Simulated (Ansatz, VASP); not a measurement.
One calculation of Ba, two programs

The input INCAR:

```
PREC = Accurate
ENCUT = 520
EDIFF = 1E-8
ISMEAR = -1
SIGMA = 0.05
LREAL = False
LASPH = True
NELM = 80
ALGO = Normal
ISIF = 2
LWAVE = False
LCHARG = False
GGA = PE
LEFG = True
NBANDS = 11
```

Contents of KPOINTS:

```
regular mesh
0
Gamma
  13 13 13
```

The input POSCAR:

```
Ba
1.0
    3.9501679661      0.0000000000      0.0000000000
    0.0000000000      3.9501679661      0.0000000000
    0.0000000000      0.0000000000      3.9501679661
Ba
1
Direct
    0.0000000000      0.0000000000      0.0000000000
```

Input for Ansatz:

```yaml
crystal:
  lattice:
    - [3.9501679661, 0.0, 0.0]
    - [0.0, 3.9501679661, 0.0]
    - [0.0, 0.0, 3.9501679661]
  atoms:
    - { symbol: Ba, position: [0.0, 0.0, 0.0] }
kpoints:
  mp_grid: { grid: [13, 13, 13] }
  band_path:
    path:
      - [0.0, 0.0, 0.0]
      - [0.0, 0.5, 0.0]
      - [0.5, 0.5, 0.0]
      - [0.0, 0.0, 0.0]
      - [0.5, 0.5, 0.5]
      - [0.0, 0.5, 0.0]
      - [0.5, 0.5, 0.5]
      - [0.5, 0.5, 0.0]
    npoints: 8
scf:
  occupations: { method: fermi_dirac, width: 0.05 }
hamiltonian:
  xc: pbe
  pseudopotentials: { kind: all_electron, datasets: crystal }
output:
  forces: true
  stress: true
  eigenvalues: true
  efg: { contact_densities: true }
```

Alike in both runs: task electric field gradients; functional PBE; k mesh 13 × 13 × 13; occupations fermi-dirac, width 0.05 eV; no spin polarisation.

```csv
,VASP,Ansatz
version,VASP 6.6.1,Ansatz 0.2.0
potentials or method,"VASP PAW PBE potentials, release 64 (Ba_sv), cutoff 520 eV","all-electron PAW with datasets made for the crystal, scalar-relativistic"
```

```tsv
	VASP	Ansatz	Ansatz less VASP
pressure (GPa)	0.1	0.0	-0.12
```

Ansatz ran all-electron here, and VASP with PAW potentials.

Spin-orbit coupling is off throughout.
